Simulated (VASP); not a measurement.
# TiAl (Pm-3m) in VASP: further runs

Runs on TiAl. Level: PBE. Tasks: single point, relaxation of cell and atoms.

Everything below comes from runs of VASP 6.6.1. Logs are shortened: lines on timing, memory, paths and dates and some standing lists are left out, and cuts for length are marked.

### Step 1. The cell of the first run

It takes space group Pm-3m (No. 221, cubic). Conventional cell: a = 3.186 Å, b = 3.186 Å, c = 3.186 Å, α = 90.00°, β = 90.00°, γ = 90.00°. Al (site symmetry m-3m) has 8 Ti at 2.76 Å and 6 Al at 3.19 Å within 3.6 Å. Ti (site symmetry m-3m) has 8 Al at 2.76 Å and 6 Ti at 3.19 Å within 3.6 Å.

### Step 2. Single point, PBE

The input, INCAR:

```
SYSTEM = TiAl
  PREC = Accurate
  ENCUT = 520
  EDIFF = 1E-7
  ISMEAR = 0
  SIGMA = 0.1
  LREAL = .FALSE.
  LASPH = .TRUE.
  NELM = 60
  ALGO = Normal
  ISIF = 2
  LWAVE = .FALSE.
  LCHARG = .FALSE.
  GGA = PE
  NBANDS = 14
```

The input, KPOINTS:

```
regular mesh
0
G
  14 14 14
  0 0 0
```

The input, POSCAR:

```
TiAl
1.0
    3.1863151017      0.0000000000      0.0000000000
    0.0000000000      3.1863151017      0.0000000000
    0.0000000000      0.0000000000      3.1863151017
Al Ti
1 1
Direct
    0.0000000000      0.0000000000      0.0000000000
    0.5000000000      0.5000000000      0.5000000000
```

Potentials or basis: VASP PAW PBE potentials, release 64 (Al, Ti_sv).

Started as:

```bash
cat potpaw_PBE.64/Al/POTCAR potpaw_PBE.64/Ti_sv/POTCAR > POTCAR
mpirun -np 1 vasp_std > vasp.out
```

OUTCAR:

```text
SYSTEM = TiAl
   PREC = Accurate
   ENCUT = 520
   EDIFF = 1E-7
   ISMEAR = 0
   LREAL = .FALSE.
   LASPH = .TRUE.
   NELM = 60
   ISIF = 2
   GGA = PE

 ion  position               nearest neighbor table
   1  0.000  0.000  0.000-   2 2.76   2 2.76   2 2.76   2 2.76   2 2.76   2 2.76   2 2.76   2 2.76

   2  0.500  0.500  0.500-   1 2.76   1 2.76   1 2.76   1 2.76   1 2.76   1 2.76   1 2.76   1 2.76

  LATTYP: Found a simple cubic cell.
 ALAT       =     3.1863151017

  Lattice vectors:

 A1 = (   3.1863151017,   0.0000000000,   0.0000000000)
 A2 = (   0.0000000000,   3.1863151017,   0.0000000000)
 A3 = (   0.0000000000,   0.0000000000,   3.1863151017)

Analysis of symmetry for initial positions (statically):
=====================================================================
 Subroutine PRICEL returns:
 Original cell was already a primitive cell.

 Routine SETGRP: Setting up the symmetry group for a
 simple cubic supercell.

 Subroutine GETGRP returns: Found 48 space group operations
 (whereof 48 operations were pure point group operations)
 out of a pool of 48 trial point group operations.

The static configuration has the point symmetry O_h .

Analysis of symmetry for dynamics (positions and initial velocities):
=====================================================================
 Subroutine PRICEL returns:
 Original cell was already a primitive cell.

 Routine SETGRP: Setting up the symmetry group for a
 simple cubic supercell.

 Subroutine GETGRP returns: Found 48 space group operations
 (whereof 48 operations were pure point group operations)
 out of a pool of 48 trial point group operations.

The dynamic configuration has the point symmetry O_h .

 Subroutine INISYM returns: Found 48 space group operations
 (whereof 48 operations are pure point group operations),
 and found     1 'primitive' translations

----------------------------------------------------------------------------------------

                                     Primitive cell

  volume of cell :      32.3494

  direct lattice vectors                    reciprocal lattice vectors
     3.186315102  0.000000000  0.000000000     0.313842156  0.000000000  0.000000000
     0.000000000  3.186315102  0.000000000     0.000000000  0.313842156  0.000000000
     0.000000000  0.000000000  3.186315102     0.000000000  0.000000000  0.313842156

  length of vectors
     3.186315102  3.186315102  3.186315102     0.313842156  0.313842156  0.313842156

  position of ions in fractional coordinates (direct lattice)
     0.000000000  0.000000000  0.000000000
     0.500000000  0.500000000  0.500000000

  ion indices of the primitive-cell ions
   primitive index   ion index
                 1           1
                 2           2

----------------------------------------------------------------------------------------

 KPOINTS: regular mesh

Automatic generation of k-mesh.
 Grid dimensions read from file:
 generate k-points for:   14   14   14

 Generating k-lattice:

  Cartesian coordinates                     Fractional coordinates (reciprocal lattice)
     0.022417297  0.000000000  0.000000000     0.071428571  0.000000000  0.000000000
     0.000000000  0.022417297  0.000000000     0.000000000  0.071428571  0.000000000
     0.000000000  0.000000000  0.022417297     0.000000000  0.000000000  0.071428571

  Length of vectors
     0.022417297  0.022417297  0.022417297

  Shift w.r.t. Gamma in fractional coordinates (k-lattice)
     0.000000000  0.000000000  0.000000000

 Subroutine IBZKPT returns following result:
 ===========================================

 Found    120 irreducible k-points:

 Following reciprocal coordinates:
            Coordinates               Weight
  0.000000  0.000000  0.000000      1.000000
  0.071429  0.000000  0.000000      6.000000
  0.142857  0.000000  0.000000      6.000000
  0.214286  0.000000  0.000000      6.000000
  0.285714  0.000000  0.000000      6.000000
  0.357143  0.000000  0.000000      6.000000
[... 16 lines left out ...]
  0.285714  0.214286  0.000000     24.000000
  0.357143  0.214286  0.000000     24.000000
 [... further k-points ...]
   k-points           NKPTS =    120   k-points in BZ     NKDIM =    120   number of bands    NBANDS=     14
   number of dos      NEDOS =    301   number of ions     NIONS =      2
   total plane-waves  NPLWV =  13824
   dimension x,y,z NGX =    24 NGY =   24 NGZ =   24
   dimension x,y,z NGXF=    48 NGYF=   48 NGZF=   48
   ions per type =               1   1
   NGX,Y,Z   is equivalent  to a cutoff of  12.52, 12.52, 12.52 a.u.
   NGXF,Y,Z  is equivalent  to a cutoff of  25.04, 25.04, 25.04 a.u.
 SYSTEM =  TiAl
   PREC   = accura    normal or accurate (medium, high low for compatibility)
   ISTART =      0    job   : 0-new  1-cont  2-samecut
   ICHARG =      2    charge: 1-file 2-atom 10-const
   ISPIN  =      1    spin polarized calculation?
   LNONCOLLINEAR =      F non collinear calculations
   LSORBIT =      F    spin-orbit coupling
   LASPH  =      T    aspherical Exc in radial PAW
   ENCUT  =  520.0 eV  38.22 Ry    6.18 a.u.   5.92  5.92  5.92*2*pi/ulx,y,z
   NELM   =     60;   NELMIN=  2; NELMDL= -5     # of ELM steps
   EDIFF  = 0.1E-06   stopping-criterion for ELM
   LREAL  =      F    real-space projection
   EDIFFG = 0.1E-05   stopping-criterion for IOM
   NSW    =      0    number of steps for IOM
   IBRION =     -1    ionic relax: 0-MD 1-quasi-New 2-CG
   NFREE  =      0    steps in history (QN), initial steepest desc. (CG)
   ISIF   =      2    stress and relaxation
   ISYM   =      2    0-nonsym 1-usesym 2-fastsym
   POTIM  = 0.5000    time-step for ionic-motion
   TEBEG  =    0.0;   TEEND  =   0.0 temperature during run
   PSTRESS=    0.0 pullay stress
   NELECT =      15.0000    total number of electrons
   NUPDOWN=      -1.0000    fix difference up-down
   EMIN   =  10.00;   EMAX   =-10.00  energy-range for DOS
   EFERMI =   0.00;   METHOD = LEGACY
   ISMEAR =     0;   SIGMA  =   0.10  broadening in eV -4-tet -1-fermi 0-gaus
   EFERMI_NEDOS =   21; number of points for ismear=-14 and -15
   IALGO  =     38    algorithm
   IMIX   =      4    mixing-type and parameters
     AMIX     =   0.40;   BMIX     =  1.00
     AMIX_MAG =   1.60;   BMIX_MAG =  1.00
  volume/ion in A,a.u.               =      16.17       109.15
  Fermi-wavevector in a.u.,A,eV,Ry     =   1.267116  2.394503 21.845298  1.605584
  Thomas-Fermi vector in A             =   2.400281
   LORBIT       =      0    0 simple, 1 ext, 2 COOP (PROOUT), +10 PAW based schemes
   GGA     = PE    functional components
   LHFCALC =     F    Hartree Fock is set to
   AEXX    =    0.0000 exact exchange contribution
   IVDW    =     0    specifies the selected vdW correction
   LEPSILON=     F    determine dielectric tensor
   LRPA    =     F    only Hartree local field effects (RPA)
 non-spin polarized calculation
 Gauss-broadening in eV      SIGMA  =   0.10
  energy-cutoff  :      520.00
  volume of cell :       32.35
 maximum number of plane-waves:       912
 NGX is ok and might be reduce to    24
   NGX = 11   NGY = 11   NGZ = 11

 number of electron      14.9999994 magnetization

 Free energy of the ion-electron system (eV)
  ---------------------------------------------------
  ext. energy  EPLUGINS =         0.00000000
  ---------------------------------------------------
  free energy    TOTEN  =       -12.11618431 eV

  energy without entropy =      -12.10389074  energy(sigma->0) =      -12.11003752

 E-fermi :   8.7133     XC(G=0): -11.0574

 val. band max:        8.7000094403   @ k =   0.4286   0.0714   0.0714
 cond. band min:       8.7151443960   @ k =   0.2857   0.2857   0.0000
 fundamental gap:      0.0151349557
 Fermi energy:         8.7133410782

 k-point     1 :       0.0000    0.0000    0.0000
  band No.  band energies     occupation
      1     -48.2082      2.00000
      2     -24.4100      2.00000
      3     -24.4100      2.00000
      4     -24.4100      2.00000
      5      -0.5423      2.00000
      6       7.2797      2.00000
      7       7.2797      2.00000
      8      10.4927      0.00000
      9      10.4927      0.00000
     10      10.4927      0.00000
     11      13.0839      0.00000
     12      13.0839      0.00000
     13      13.0839      0.00000
     14      17.4601      0.00000

 k-point     2 :       0.0714    0.0000    0.0000
  band No.  band energies     occupation
      1     -48.2075      2.00000
      2     -24.4183      2.00000
      3     -24.4092      2.00000
      4     -24.4092      2.00000
      5      -0.4613      2.00000
      6       7.2380      2.00000
      7       7.3160      2.00000
      8      10.3508      0.00000
      9      10.3508      0.00000
     10      10.5024      0.00000
     11      12.7337      0.00000
     12      13.2853      0.00000
     13      13.2853      0.00000
     14      17.3535      0.00000

 k-point     3 :       0.1429    0.0000    0.0000
  band No.  band energies     occupation
      1     -48.2055      2.00000
      2     -24.4416      2.00000
      3     -24.4072      2.00000
      4     -24.4072      2.00000
      5      -0.2207      2.00000
      6       7.0653      2.00000
      7       7.4210      2.00000
      8      10.0248      0.00000
      9      10.0248      0.00000
     10      10.5295      0.00000
     11      12.0600      0.00000
     12      13.7926      0.00000
     13      13.7926      0.00000
     14      17.0519      0.00000
[... 324 lines left out ...]
 k-point    23 :       0.2857    0.2143    0.0000
  band No.  band energies     occupation
      1     -48.1940      2.00000
      2     -24.5044      2.00000
      3     -24.4638      2.00000
      4     -24.3953      2.00000
      5       1.3385      2.00000
      6       6.3596      2.00000
      7       7.2674      2.00000
      8       8.7953      0.24649
      9       9.4514      0.00000
     10      10.0191      0.00000
     11      11.7240      0.00000
     12      13.2240      0.00000
     13      16.1801      0.00000
     14      16.6784      0.00000

 k-point    24 :       0.3571    0.2143    0.0000
  band No.  band energies     occupation
      1     -48.1911      2.00000
      2     -24.5368      2.00000
      3     -24.4603      2.00000
      4     -24.3924      2.00000
      5       1.9397      2.00000
      6       5.5418      2.00000
      7       7.5416      2.00000
      8       8.6542      1.59668
      9       9.2455      0.00000
     10      10.0599      0.00000
     11      11.5832      0.00000
     12      13.6911      0.00000
     13      16.1916      0.00000
     14      16.8286      0.00000

 [... further k-points ...]
[... 5 lines left out ...]
  --------------------------------------------------------------------------------------
  -------------------------------------------------------------------------------------
  Total       -0.0070270     -0.0070270     -0.0070270      0.0000000      0.0000000     -0.0000000
  in kB       -0.3480270     -0.3480270     -0.3480270      0.0000000      0.0000000     -0.0000000
  external PRESSURE =      -0.3480270 kB  Pullay stress =       0.0000000 kB

 VOLUME and BASIS-vectors are now :
 -----------------------------------------------------------------------------
  energy-cutoff  :      520.00
  volume of cell :       32.35
      direct lattice vectors                 reciprocal lattice vectors
     3.186315102  0.000000000  0.000000000     0.313842156  0.000000000  0.000000000
     0.000000000  3.186315102  0.000000000     0.000000000  0.313842156  0.000000000
     0.000000000  0.000000000  3.186315102     0.000000000  0.000000000  0.313842156

 POSITION                                       TOTAL-FORCE (eV/Angst)
 -----------------------------------------------------------------------------------
      0.00000      0.00000      0.00000         0.000000      0.000000      0.000000
      1.59316      1.59316      1.59316         0.000000      0.000000      0.000000
 -----------------------------------------------------------------------------------
    total drift:                                0.000000      0.000000     -0.000000

  FREE ENERGIE OF THE ION-ELECTRON SYSTEM (eV)
  ---------------------------------------------------
  free  energy   TOTEN  =       -12.1161843121 eV

  energy  without entropy=      -12.1038907367  energy(sigma->0) =      -12.11003752
```

It took 13 s on 1 thread of Intel Xeon 6975P-C (Granite Rapids), shared host; peak memory 0.18 GiB.

Results:

| Property | Result |
| --- | --- |
| Free energy | -12.1162 eV |
| Pressure | 0.0 GPa |

Levels at points of the mesh, in eV from the Fermi level:
```tsv
k point	band 3	band 4	band 5	band 6	band 7	band 8	band 9	band 10	band 11	band 12
(0.00, 0.00, 0.00)	-33.12	-33.12	-9.26	-1.43	-1.43	1.78	1.78	1.78	4.37	4.37
(0.50, 0.00, 0.00)	-33.11	-33.11	-6.04	-5.18	-0.55	0.14	0.14	1.98	2.94	6.49
(0.50, 0.50, 0.00)	-33.27	-33.09	-5.01	-2.12	-2.12	-1.47	0.70	0.70	2.69	4.64
(0.50, 0.50, 0.50)	-33.25	-33.25	-3.08	-3.08	-3.08	0.58	2.75	2.75	2.89	2.89
```

### Step 3. Relaxation of cell and atoms, PBE

This run uses another cell than the first one, of 16.08 Å³/atom, 0.994 times its volume.

The input, INCAR:

```
SYSTEM = TiAl
PREC = Accurate
ENCUT = 600
EDIFF = 1E-6
ISMEAR = 0
SIGMA = 0.1
LREAL = .FALSE.
LASPH = .TRUE.
NELM = 100
ALGO = Normal
ISIF = 3
LWAVE = .FALSE.
LCHARG = .FALSE.
GGA = PE
IBRION = 2
NSW = 100
EDIFFG = -0.005
```

The input, KPOINTS:

```
Automatic mesh
0
G
  14 14 14
  0 0 0
```

The input, POSCAR:

```
TiAl
1.0
    3.1801485214      0.0000000000      0.0000000000
    0.0000000000      3.1801485214      0.0000000000
    0.0000000000      0.0000000000      3.1801485214
Al Ti
1 1
Direct
    0.0000000000      0.0000000000      0.0000000000
    0.5000000000      0.5000000000      0.5000000000
```

Potentials or basis: VASP PAW PBE potentials, release 64 (Al, Ti_sv).

Started as:

```bash
cat potpaw_PBE.64/Al/POTCAR potpaw_PBE.64/Ti_sv/POTCAR > POTCAR
mpirun -np 1 vasp_std > vasp.out
```

OUTCAR:

```text
SYSTEM = TiAl
   PREC = Accurate
   ENCUT = 600
   EDIFF = 1E-6
   ISMEAR = 0
   LREAL = .FALSE.
   LASPH = .TRUE.
   NELM = 100
   ISIF = 3
   GGA = PE
   IBRION = 2
   NSW = 100
   EDIFFG = -0.005

 ion  position               nearest neighbor table
   1  0.000  0.000  0.000-   2 2.75   2 2.75   2 2.75   2 2.75   2 2.75   2 2.75   2 2.75   2 2.75

   2  0.500  0.500  0.500-   1 2.75   1 2.75   1 2.75   1 2.75   1 2.75   1 2.75   1 2.75   1 2.75

  LATTYP: Found a simple cubic cell.
 ALAT       =     3.1801485214

  Lattice vectors:

 A1 = (   3.1801485214,   0.0000000000,   0.0000000000)
 A2 = (   0.0000000000,   3.1801485214,   0.0000000000)
 A3 = (   0.0000000000,   0.0000000000,   3.1801485214)

Analysis of symmetry for initial positions (statically):
[... 259 lines left out ...]
 val. band max:        8.7031872442   @ k =   0.4286   0.0714   0.0714
 cond. band min:       8.7183181361   @ k =   0.2857   0.2857   0.0000
 fundamental gap:      0.0151308919
 Fermi energy:         8.7165984965

 k-point     1 :       0.0000    0.0000    0.0000
  band No.  band energies     occupation
      1     -48.2040      2.00000
      2     -24.4063      2.00000
      3     -24.4063      2.00000
      4     -24.4063      2.00000
      5      -0.5401      2.00000
      6       7.2822      2.00000
      7       7.2822      2.00000
      8      10.4967      0.00000
      9      10.4967      0.00000
     10      10.4967      0.00000
     11      13.0885      0.00000
[... 309 lines left out ...]
 k-point    24 :       0.3571    0.2143    0.0000
  band No.  band energies     occupation
      1     -48.1869      2.00000
      2     -24.5333      2.00000
      3     -24.4567      2.00000
      4     -24.3887      2.00000
      5       1.9423      2.00000
      6       5.5446      2.00000
      7       7.5445      2.00000
      8       8.6574      1.59754
      9       9.2489      0.00000
     10      10.0636      0.00000
     11      11.5877      0.00000

 [... further k-points ...]
[... 5 lines left out ...]
  --------------------------------------------------------------------------------------
  -------------------------------------------------------------------------------------
  Total       -0.0023700     -0.0023700     -0.0023700      0.0000000     -0.0000000     -0.0000000
  in kB       -0.1174182     -0.1174182     -0.1174182      0.0000000     -0.0000000     -0.0000000
  external PRESSURE =      -0.1174182 kB  Pullay stress =       0.0000000 kB
[... 17 lines left out ...]
  FREE ENERGIE OF THE ION-ELECTRON SYSTEM (eV)
  ---------------------------------------------------
  free  energy   TOTEN  =       -12.1163717691 eV

  energy  without entropy=      -12.1040818950  energy(sigma->0) =      -12.11022683

 reached required accuracy - stopping structural energy minimisation
```

CONTCAR:

```text
TiAl
   1.00000000000000
     3.1859875273484448    0.0000000000000000   -0.0000000000000000
     0.0000000000000000    3.1859875273484448   -0.0000000000000000
     0.0000000000000000    0.0000000000000000    3.1859875273484448
  Al              Ti
     1     1
Direct
     0.0000000000000000    0.0000000000000000    0.0000000000000000
     0.5000000000000000    0.5000000000000000    0.5000000000000000

  0.00000000E+00  0.00000000E+00  0.00000000E+00
  0.00000000E+00  0.00000000E+00  0.00000000E+00
```

Run time: 44 s. Hardware: 1 thread of Intel Xeon 6975P-C (Granite Rapids), shared host; peak memory 0.2 GiB.

What came out:

* Free energy: -12.1164 eV
* Relaxed volume: 16.17 Å³/atom
* Relaxed cell: a = 3.186 Å, b = 3.186 Å, c = 3.186 Å, α = 90.00°, β = 90.00°, γ = 90.00°
* Space group after relaxing (to 0.05 Å): Pm-3m (No. 221)
* Energy gained by relaxing: 0.2 meV/atom
* Ionic steps: 3
* Pressure after relaxing: 0.0 GPa

Step by step:
```csv
step,energy change (eV),largest force (eV/Å),pressure (GPa),volume (Å³)
1,0.0000,0.0000,0.59,32.16
2,-0.0002,0.0000,-0.31,32.44
3,-0.0003,0.0000,-0.01,32.34
```

Final structure:
```cif
data_structure
_symmetry_space_group_name_H-M 'P 1'
_symmetry_Int_Tables_number 1
_cell_length_a 3.1860
_cell_length_b 3.1860
_cell_length_c 3.1860
_cell_angle_alpha 90.000
_cell_angle_beta 90.000
_cell_angle_gamma 90.000
_cell_volume 32.34
loop_
_atom_site_label
_atom_site_type_symbol
_atom_site_fract_x
_atom_site_fract_y
_atom_site_fract_z
_atom_site_occupancy
Al1 Al 0.00000 0.00000 0.00000 1
Ti1 Ti 0.50000 0.50000 0.50000 1
```

PBE usually gives volumes a little too large and moduli too small. Zero-point motion and thermal expansion aren't in these numbers.
